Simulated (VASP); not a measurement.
# PtS2 in VASP: notebook, part 2 of 2

VASP 6.6.1. The steps go on from the part before.

## 4. Relaxation of cell and atoms, PBE+D3(BJ)

This run uses another cell than the first one: it holds 3 atoms, not 6.

File INCAR:

```
SYSTEM = PtS2
PREC     = Accurate       ! precision mode
ENCUT    = 600            ! plane-wave cutoff, eV
EDIFF    = 1E-7           ! SCF threshold, eV
ISMEAR   = 0              ! smearing method
SIGMA    = 0.1            ! smearing width, eV
LREAL    = .FALSE.        ! projectors in reciprocal space
LASPH    = .TRUE.         ! aspherical terms in the spheres
NELM     = 80             ! most SCF steps
ALGO     = Normal         ! electronic algorithm
ISIF     = 3              ! what is computed and relaxed
LWAVE    = .FALSE.        ! write WAVECAR
LCHARG   = .FALSE.        ! write CHGCAR
GGA      = PE             ! functional
IVDW     = 12             ! dispersion correction
IBRION   = 2              ! ionic algorithm
NSW      = 90             ! ionic steps
EDIFFG   = -0.04          ! ionic threshold
```

File KPOINTS:

```
Automatic mesh
0
G
  6 6 6
  0 0 0
```

File POSCAR:

```
PtS2
1.0
    1.6920000000      0.9768766600      5.5089985600
   -1.6920000000      0.9768766600      5.5089985600
    0.0000000000     -1.9537533100      5.5089985600
Pt S
1 2
Direct
    0.0000000000      0.0000000000      0.0000000000
    0.7510050900      0.7510050900      0.7510050900
    0.2489949100      0.2489949100      0.2489949100
```

Potentials or basis: VASP PAW PBE potentials, release 64 (Pt, S).

Started as:

```
$ cat potpaw_PBE.64/Pt/POTCAR potpaw_PBE.64/S/POTCAR > POTCAR
$ mpirun -np 1 vasp_std > vasp.out
```

OUTCAR:

```text
SYSTEM = PtS2
   PREC = Accurate
   ENCUT = 600
   EDIFF = 1E-7
   ISMEAR = 0
   LREAL = .FALSE.
   LASPH = .TRUE.
   NELM = 80
   ISIF = 3
   GGA = PE
   IVDW = 12
   IBRION = 2
   NSW = 90
   EDIFFG = -0.04
 IVDW          = 12

 ion  position               nearest neighbor table
   1  0.000  0.000  0.000-   2 2.40   2 2.40   3 2.40   3 2.40   2 2.40   3 2.40
   2  0.751  0.751  0.751-   1 2.40   1 2.40   1 2.40
   3  0.249  0.249  0.249-   1 2.40   1 2.40   1 2.40

  LATTYP: Found a trigonal (rhomboedric) cell.
 ALAT       =     5.8451875199
 COS(alpha) =     0.8324155119

  Lattice vectors:

 A1 = (   1.6920000000,   0.9768766600,   5.5089985600)
 A2 = (  -1.6920000000,   0.9768766600,   5.5089985600)
 A3 = (   0.0000000000,  -1.9537533100,   5.5089985600)

Analysis of symmetry for initial positions (statically):
=====================================================================
 Subroutine PRICEL returns:
 Original cell was already a primitive cell.

 Routine SETGRP: Setting up the symmetry group for a
 trigonal (rhombohedral) supercell.

 Subroutine GETGRP returns: Found 12 space group operations
 (whereof 12 operations were pure point group operations)
 out of a pool of 12 trial point group operations.

The static configuration has the point symmetry D_3d.

Analysis of symmetry for dynamics (positions and initial velocities):
=====================================================================
 Subroutine PRICEL returns:
 Original cell was already a primitive cell.
[... 284 lines left out ...]

 number of electron      21.9999999 magnetization

------------------------ aborting loop because EDIFF is reached ----------------------------------------
[... 77 lines left out ...]
--------------------------------------- Ionic step       10  -------------------------------------------

 number of electron      22.0000000 magnetization

 Free energy of the ion-electron system (eV)
  ---------------------------------------------------
  ext. energy  EPLUGINS =         0.00000000
  ---------------------------------------------------
  free energy    TOTEN  =       -15.38029986 eV

  energy without entropy =      -15.38029986  energy(sigma->0) =      -15.38029986

 E-fermi :   6.2780     XC(G=0): -10.2859

 val. band max:        5.8123412800   @ k =   0.3333   0.1667   0.1667
 cond. band min:       6.9481996166   @ k =  -0.3333   0.1667  -0.0000
 fundamental gap:      1.1358583366
 Fermi energy:         6.2779680474

 k-point     1 :       0.0000    0.0000    0.0000
  band No.  band energies     occupation
      1      -9.0027      2.00000
      2      -6.3646      2.00000
      3      -0.6526      2.00000
      4      -0.3855      2.00000
      5      -0.3855      2.00000
      6       2.3276      2.00000
      7       2.3276      2.00000
      8       4.2005      2.00000
      9       5.0470      2.00000
     10       5.0470      2.00000
     11       5.7816      2.00000
     12       8.3562      0.00000
     13       8.3562      0.00000
     14      10.9597      0.00000
[... 401 lines left out ...]
      2      -6.9682      2.00000
      3      -0.8444      2.00000
      4       0.0730      2.00000
      5       0.6479      2.00000
      6       1.4599      2.00000
      7       1.8195      2.00000
      8       3.1402      2.00000
      9       3.4019      2.00000
     10       4.0134      2.00000
     11       4.8155      2.00000
     12       7.6782      0.00000
     13       7.8923      0.00000
     14      11.1392      0.00000
     15      13.0244      0.00000

 [... further k-points ...]

------------------------ aborting loop because EDIFF is reached ----------------------------------------

 Edisp (eV)   -1.19466

 E8    (eV) :    -0.4770
[... 26 lines left out ...]
  FREE ENERGIE OF THE ION-ELECTRON SYSTEM (eV)
  ---------------------------------------------------
  free  energy   TOTEN  =       -16.5749605482 eV

  energy  without entropy=      -16.5749605482  energy(sigma->0) =      -16.57496055

 reached required accuracy - stopping structural energy minimisation
```

CONTCAR:

```text
PtS2
   1.00000000000000
     1.7722970831607952    1.0232362027993280    5.3242160420859035
    -1.7722970831607952    1.0232362027993280    5.3242160420859035
    -0.0000000000000000   -2.0464723954452428    5.3242160421404225
  Pt              S
     1     2
Direct
     0.0000000000000000    0.0000000000000000    0.0000000000000000
     0.7437878234639965    0.7437878234639965    0.7437878234637012
     0.2562121765360035    0.2562121765360035    0.2562121765362986

  0.00000000E+00  0.00000000E+00  0.00000000E+00
  0.00000000E+00  0.00000000E+00  0.00000000E+00
  0.00000000E+00  0.00000000E+00  0.00000000E+00
```

It took 13 min on 1 thread of Intel Xeon Platinum 8259CL at 2.50GHz (Skylake/Cascade Lake), shared host; peak memory 0.37 GiB.

What came out:

- Free energy: -16.5750 eV
- Relaxed volume: 19.31 Å³/atom
- Relaxed cell: a = 5.704 Å, b = 5.704 Å, c = 5.704 Å, α = 36.20°, β = 36.20°, γ = 36.20°
- Space group after relaxing (to 0.05 Å): R-3m (No. 166)
- Energy gained by relaxing: 73.2 meV/atom
- Ionic steps: 10
- Pressure after relaxing: -0.2 GPa
- Largest force after relaxing: 0.003 eV/Å
- Band gap on the k mesh: 1.14 eV, indirect (least direct gap 1.35 eV)
- Dispersion energy per atom: -0.398 eV

Forces in eV/Å, atoms in the order of the input:
```
Pt   0.000  0.000  0.000
S    0.000  0.000 -0.003
S    0.000  0.000  0.003
```

Step by step:
| step | energy change (eV) | largest force (eV/Å) | pressure (GPa) | volume (Å³) |
| --- | --- | --- | --- | --- |
| 1 | 0.0000 | 0.9259 | 1.24 | 54.63 |
| 2 | -0.1740 | 0.4861 | 0.54 | 55.68 |
| 3 | -0.2105 | 0.1390 | -0.04 | 56.40 |
| 4 | -0.2106 | 0.1569 | -0.01 | 56.36 |
| 5 | -0.2134 | 0.0343 | 0.80 | 56.37 |
| 6 | -0.2138 | 0.0261 | 1.21 | 56.37 |
| 7 | -0.2150 | 0.0228 | 1.04 | 56.54 |
| 8 | -0.2178 | 0.0134 | 0.57 | 57.06 |
| 9 | -0.2194 | 0.0076 | -0.31 | 58.11 |
| 10 | -0.2195 | 0.0033 | -0.17 | 57.93 |

Final structure:
```
Pt S
1.0
     1.77230    1.02324    5.32422
    -1.77230    1.02324    5.32422
     0.00000   -2.04647    5.32422
Pt S
1 2
Cartesian
  0.0000 0.0000 0.0000
  0.0000 0.0000 11.8803
  0.0000 0.0000 4.0924
```

Caveat: spin-orbit coupling is left out, which moves the levels of the heavy elements. A k mesh can miss the band edges.

## 5. Single point, PBE+D3(BJ)

This run uses another cell than the first one: it holds 3 atoms, not 6.

File INCAR:

```
PREC = Accurate ; ENCUT = 520
EDIFF = 1E-7 ; ISMEAR = 0
SIGMA = 0.01 ; LREAL = False
LASPH = True ; NELM = 100
ALGO = Normal ; ISIF = 2
LWAVE = False ; LCHARG = True
GGA = PE ; IVDW = 12
LELF = True ; LVHAR = True
NBANDS = 18
```

File KPOINTS:

```
regular mesh
0
Gamma
  10 10 10
```

File POSCAR:

```
PtS2
1.0
    1.7717198550      1.0229029352      5.3363022010
   -1.7717198550      1.0229029352      5.3363022010
    0.0000000000     -2.0458058704      5.3363022010
Pt S
1 2
Direct
    0.0000000000      0.0000000000      0.0000000000
    0.7438577294      0.7438577294      0.7438577294
    0.2561422706      0.2561422706      0.2561422706
```

Started as:

```
$ cat potpaw_PBE.64/Pt/POTCAR potpaw_PBE.64/S/POTCAR > POTCAR
$ mpirun -np 1 vasp_std > vasp.out
```

Run time: 7.8 min. Hardware: 1 thread of Intel Xeon Platinum 8259CL at 2.50GHz (Skylake/Cascade Lake), shared host; peak memory 0.38 GiB.

The run converged. Its results:

```yaml
Free_energy: -16.5774 eV
Pressure: -0.4 GPa
Largest_force: 0.040 eV/Å
Band_gap_on_the_k_mesh: 0.94 eV, indirect (least direct gap 1.13 eV)
Dispersion_energy_per_atom: -0.398 eV
```

Forces in eV/Å, atoms in the order of the input:
```
Pt   0.000  0.000  0.000
S    0.000  0.000 -0.040
S    0.000  0.000  0.040
```

Stress tensor (GPa, compression positive):
```
-0.50  0.00  0.00
 0.00 -0.50  0.00
 0.00  0.00 -0.33
```

Levels at points of the mesh, in eV from the valence-band top:
```
           k point  band 8  band 9  band 10  band 11  band 12  band 13  band 14  band 15
(0.00, 0.00, 0.00)   -1.60   -0.74    -0.74    -0.02     2.55     2.55     5.18     5.60
(0.50, 0.00, 0.00)   -2.63   -2.44    -2.39    -2.20     1.94     2.15     5.98     6.32
(0.50, 0.50, 0.00)   -2.73   -2.71    -2.31    -1.61     2.71     2.76     4.23     5.93
(0.50, 0.50, 0.50)   -2.22   -1.06    -0.95    -0.95     2.75     2.75     5.76     7.21
```

Caveat: spin-orbit coupling is left out, which moves the levels of the heavy elements. A k mesh can miss the band edges.

## 6. Overview

| task | cell | k mesh | cutoff (eV) | smearing | gap on the mesh (eV) | pressure (GPa) | largest force (eV/Å) |
| --- | --- | --- | --- | --- | --- | --- | --- |
| single point | a = 3.544, b = 5.715, c = 6.138 Å, angles 100.3, 90.0, 108.1°, 6 atoms | 4 × 4 × 2 | 520 | gaussian 0.1 eV | 0.88 | -0.4 | 0.02 |
| single point | a = 3.545, b = 5.685, c = 6.140 Å, angles 100.2, 90.0, 108.2°, 6 atoms | 4 × 4 × 2 | 520 | gaussian 0.1 eV | 0.82 | -0.5 | 0.04 |
| relaxation of cell and atoms | relaxed from a = 5.845 Å, angles 33.7°, 3 atoms | 6 × 6 × 6 | 600 | gaussian 0.1 eV | 1.14 | -0.2 | - |
| single point | a = 5.715 Å, angles 36.1°, 3 atoms | 10 × 10 × 10 | 520 | gaussian 0.01 eV | 0.94 | -0.4 | 0.04 |

Alike in all rows: level PBE+D3(BJ); potentials or basis VASP PAW PBE potentials, release 64 (Pt, S); no spin polarisation.

Caveats: some runs use coarse meshes; spin-orbit coupling is left out, which moves the levels of the heavy elements.

Absolute energies hang on the potentials; compare differences alone.
